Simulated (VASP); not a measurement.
A run of VASP 6.6.1 is set up as follows.

Contents of POSCAR:

```
NaF
1.0
    0.0000000000      2.2972417931      2.2972417931
    2.2972417931      0.0000000000      2.2972417931
    2.2972417931      2.2972417931      0.0000000000
Na F
1 1
Direct
    0.0000000000      0.0000000000      0.0000000000
    0.5000000000      0.5000000000      0.5000000000
```

The input INCAR.step1:

```
SYSTEM = NaF
  ALGO = Normal
  EDIFF = 1E-8
  ENCUT = 500
  GGA = PE
  ISMEAR = 0
  LASPH = .True.
  LCHARG = .False.
  LREAL = .False.
  LWAVE = .True.
  NELM = 80
  PREC = Accurate
  SIGMA = 0.01
```

Contents of INCAR.step2:

```
SYSTEM = NaF
  ALGO = Exact
  EDIFF = 1E-8
  ENCUT = 500
  GGA = PE
  ISMEAR = 0
  ISTART = 1
  LASPH = .True.
  LCHARG = .False.
  LOPTICS = .True.
  LREAL = .False.
  LWAVE = .True.
  NBANDS = 47
  NELM = 1
  PREC = Accurate
  SIGMA = 0.01
```

Contents of INCAR.step3:

```
SYSTEM = NaF
  ALGO = EVGW0
  EDIFF = 1E-8
  ENCUT = 500
  ENCUTGW = 80.0
  GGA = PE
  ISMEAR = 0
  ISTART = 1
  LASPH = .True.
  LCHARG = .False.
  LREAL = .False.
  LWAVE = .False.
  NBANDS = 47
  NBANDSGW = 16
  NELMGW = 1
  NOMEGA = 96
  OMEGAMAX = 20
  PREC = Accurate
  PRECFOCK = Fast
  SIGMA = 0.01
```

File KPOINTS:

```
k-points
0
Gamma
  8 8 8
  0 0 0
```

Potentials or basis: VASP PAW PBE potentials, release 64 (Na_sv_GW, F_GW).

The run is started by

```console
$ cat potpaw_PBE.64/Na_sv_GW/POTCAR potpaw_PBE.64/F_GW/POTCAR > POTCAR
$ cp INCAR.step1 INCAR
$ mpirun -np 1 vasp_std > vasp.out
$ cp INCAR.step2 INCAR
$ mpirun -np 1 vasp_std > vasp.out
$ cp INCAR.step3 INCAR
$ mpirun -np 1 vasp_std > vasp.out
```

(1) Estimate the quasiparticle gap.

(2) Estimate the least direct quasiparticle gap.

(3) What does it give for the least direct gap of the starting levels on the mesh?

Answers

(1) 10.66 eV.

(2) 10.66 eV.

(3) 6.47 eV.

Caveat: bands, screening cutoff and mesh are small and nothing is extrapolated, so the quasiparticle values aren't converged.
